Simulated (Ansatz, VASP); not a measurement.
**Two plane-wave programs on La2O3**

```
La O
1.0
     3.89575    0.00000    0.00000
    -1.94788    3.37382    0.00000
     0.00000    0.00000    6.06496
La O
2 3
Direct
  0.66667 0.33333 0.75561
  0.33333 0.66667 0.24439
  0.66667 0.33333 0.35379
  0.33333 0.66667 0.64621
  0.00000 0.00000 0.00000
```

Change from the starting cell: hydrostatic strain -1.0%.

Alike in both runs: task single point; functional PBE; k mesh 12 × 12 × 4; occupations fermi-dirac, width 0.02 eV; no spin polarisation.

```csv
,VASP,Ansatz
version,VASP 6.6.1,Ansatz 0.2.0
potentials or method,"VASP PAW PBE potentials, release 64 (La, O)","plane waves, PAW"
plane-wave cutoff (eV),520,420
valence electrons in the cell,40,40
```

Ansatz gave:

```
gap on the k mesh at the Fermi level (eV)                     : 3.86
pressure (GPa)                                                : 5.3
traceless stress, the component that is largest in VASP (GPa) : -0.63
rms of the force components (eV/Å)                            : 0.010
```

**Question.** Which values does VASP return?

**Answer.** gap on the k mesh at the Fermi level (eV): 3.88; pressure (GPa): 5.0; traceless stress, the component that is largest in VASP (GPa): -0.58; rms of the force components (eV/Å): 0.016.

Atom by atom the forces differ by 0.006 eV/Å (rms over components).

Spin-orbit coupling is off throughout.
